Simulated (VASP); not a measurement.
# Al2O3 (P-6m2) in VASP: further runs, part 2 of 2

VASP 6.6.1. The steps go on from the part before.

### Step 4. Single point, LDA (strain -0.015 along x and y, +0.030 along z)

The input, INCAR:

```
PREC = Accurate ; ENCUT = 520
EDIFF = 1E-6 ; ISMEAR = 0
SIGMA = 0.05 ; LREAL = F
LASPH = T ; NELM = 100
ALGO = Normal ; ISIF = 2
LWAVE = F ; LCHARG = F
GGA = CA ; NBANDS = 20
```

The input, KPOINTS:

```
Automatic mesh
0
Gamma
  12 12 4
```

The input, POSCAR:

```
Al2O3
1.0
    2.8410600741      0.0000000000      0.0000000000
   -1.4205300371      2.4604301978      0.0000000000
    0.0000000000      0.0000000000      9.6168570938
Al O
2 3
Direct
    0.0000000000      0.0000000000      0.1499923300
    0.0000000000      0.0000000000      0.8500076700
    0.3333333333      0.6666666667      0.2223169200
    0.6666666667      0.3333333333      0.0000000000
    0.3333333333      0.6666666667      0.7776830800
```

Potentials or basis: VASP PAW LDA potentials, release 64 (Al, O).

Launch:

```sh
> cat potpaw_LDA.64/Al/POTCAR potpaw_LDA.64/O/POTCAR > POTCAR
> mpirun -np 1 vasp_std > vasp.out
```

OUTCAR:

```text
PREC = Accurate
   ENCUT = 520
   EDIFF = 1E-6
   ISMEAR = 0
   LREAL = F
   LASPH = T
   NELM = 100
   ISIF = 2
   GGA = CA

 ion  position               nearest neighbor table
   1  0.000  0.000  0.150-   3 1.78   3 1.78   3 1.78   4 2.18   4 2.18   4 2.18   2 2.88
   2  0.000  0.000  0.850-   5 1.78   5 1.78   5 1.78   4 2.18   4 2.18   4 2.18   1 2.88
   3  0.333  0.667  0.222-   1 1.78   1 1.78   1 1.78
   4  0.667  0.333  0.000-   1 2.18   2 2.18   1 2.18   2 2.18   1 2.18   2 2.18
[... 758 lines left out ...]
  --------------------------------------------------------------------------------------
  -------------------------------------------------------------------------------------
  Total       -0.4704808     -0.4704808     -4.2018840      0.0000000      0.0000000     -0.0000000
  in kB      -11.2131569    -11.2131569   -100.1451705      0.0000000      0.0000000     -0.0000000
  external PRESSURE =     -40.8571614 kB  Pullay stress =       0.0000000 kB

 VOLUME and BASIS-vectors are now :
 -----------------------------------------------------------------------------
  energy-cutoff  :      520.00
  volume of cell :       67.22
      direct lattice vectors                 reciprocal lattice vectors
     2.841060074  0.000000000  0.000000000     0.351981294  0.203216495  0.000000000
    -1.420530037  2.460430198  0.000000000     0.000000000  0.406432989  0.000000000
     0.000000000  0.000000000  9.616857094     0.000000000  0.000000000  0.103984076

 POSITION                                       TOTAL-FORCE (eV/Angst)
 -----------------------------------------------------------------------------------
      0.00000      0.00000      1.44245        -0.000000     -0.000000     -0.596730
      0.00000      0.00000      8.17440         0.000000     -0.000000      0.596730
     -0.00000      1.64029      2.13799        -0.000000      0.000000     -0.562266
      1.42053      0.82014      0.00000        -0.000000      0.000000     -0.000000
     -0.00000      1.64029      7.47887         0.000000      0.000000      0.562266
 -----------------------------------------------------------------------------------
    total drift:                                0.000000     -0.000000      0.000000

  FREE ENERGIE OF THE ION-ELECTRON SYSTEM (eV)
  ---------------------------------------------------
  free  energy   TOTEN  =       -40.0529177901 eV

  energy  without entropy=      -40.0529177901  energy(sigma->0) =      -40.05291779
```

OSZICAR:

```text
N       E                     dE             d eps       ncg     rms          rms(c)
DAV:   1     0.114114763621E+03    0.11411E+03   -0.12181E+04  2280   0.107E+03
DAV:   2    -0.363495719164E+02   -0.15046E+03   -0.14660E+03  2756   0.251E+02
DAV:   3    -0.446173411840E+02   -0.82678E+01   -0.82365E+01  3028   0.605E+01
DAV:   4    -0.446990970199E+02   -0.81756E-01   -0.81729E-01  2904   0.659E+00
DAV:   5    -0.447002208163E+02   -0.11238E-02   -0.11238E-02  2912   0.735E-01    0.127E+01
DAV:   6    -0.402276704553E+02    0.44726E+01   -0.14282E+01  2500   0.268E+01    0.487E+00
DAV:   7    -0.401402159635E+02    0.87454E-01   -0.45182E-01  2696   0.462E+00    0.245E+00
DAV:   8    -0.400706818391E+02    0.69534E-01   -0.49998E-02  2964   0.194E+00    0.946E-01
DAV:   9    -0.400518879241E+02    0.18794E-01   -0.17018E-02  2972   0.113E+00    0.164E-01
DAV:  10    -0.400516007376E+02    0.28719E-03   -0.27492E-03  2820   0.338E-01    0.134E-01
DAV:  11    -0.400525355546E+02   -0.93482E-03   -0.34520E-03  2692   0.544E-01    0.974E-02
DAV:  12    -0.400527296195E+02   -0.19406E-03   -0.51812E-04  2708   0.154E-01    0.632E-02
DAV:  13    -0.400529057671E+02   -0.17615E-03   -0.34917E-04  2696   0.131E-01    0.230E-02
DAV:  14    -0.400529174892E+02   -0.11722E-04   -0.30773E-05  2904   0.535E-02    0.750E-03
DAV:  15    -0.400529177901E+02   -0.30087E-06   -0.58129E-06  2820   0.173E-02
   1 F= -.40052918E+02 E0= -.40052918E+02  d E =-.272194E-11
```

stdout:

```text
POSCAR found type information on POSCAR AlO
 POSCAR found :  2 types and       5 ions
 scaLAPACK will be used
 LDA part: xc-table for (Slater(with rela. corr.)+CA(PZ))
 , standard interpolation
 POSCAR, INCAR and KPOINTS ok, starting setup
 FFT: planning ... GRIDC
 FFT: planning ... GRID_SOFT
 FFT: planning ... GRID
 WAVECAR not read
 entering main loop
```

It took 41 s on 1 thread of AMD EPYC 9R45 (Zen 5), shared host; peak memory 0.16 GiB.

What came out:

| Item | Value |
| --- | --- |
| Free energy | -40.0529 eV |
| Pressure | -4.1 GPa |
| Largest force | 0.597 eV/Å |
| Band gap on the k mesh | 5.14 eV, indirect (least direct gap 5.26 eV) |

Forces in eV/Å, atoms in the order of the input:
```
Al   0.000  0.000 -0.597
Al   0.000  0.000  0.597
O    0.000  0.000 -0.562
O    0.000  0.000  0.000
O    0.000  0.000  0.562
```

Stress tensor (GPa, compression positive):
```
 -1.12   0.00   0.00
  0.00  -1.12   0.00
  0.00   0.00 -10.01
```

Levels at points of the mesh, in eV from the valence-band top:
```tsv
k point	band 10	band 11	band 12	band 13	band 14	band 15
(0.00, 0.00, 0.00)	-0.26	-0.13	-0.13	5.14	7.82	7.98
(0.50, 0.00, 0.00)	-0.80	-0.75	-0.55	8.07	8.66	9.03
(0.00, 0.00, 0.50)	-0.30	-0.13	-0.13	5.26	7.29	8.31
(0.50, 0.00, 0.50)	-0.80	-0.75	-0.55	8.08	8.63	9.05
```

Caveat: the cell differs from its parent crystal (strain -0.015 along x and y, +0.030 along z).

### Step 5. Summary

```tsv
cell	gap on the mesh (eV)	pressure (GPa)	largest force (eV/Å)
a = 2.884, b = 2.884, c = 9.197 Å, angles 90.0, 90.0, 120.0°, 5 atoms	4.73	-5.1	0.30
a = 2.841, b = 2.841, c = 9.477 Å, angles 90.0, 90.0, 120.0°, 5 atoms	5.15	-2.8	0.46
a = 2.841, b = 2.841, c = 9.617 Å, angles 90.0, 90.0, 120.0°, 5 atoms	5.14	-4.1	0.60
```

Alike in all rows: task single point; level LDA; potentials or basis VASP PAW LDA potentials, release 64 (Al, O); no spin polarisation; k mesh 12 × 12 × 4; cutoff (eV) 520; smearing gaussian 0.05 eV.

Absolute energies hang on the potentials; compare differences alone.
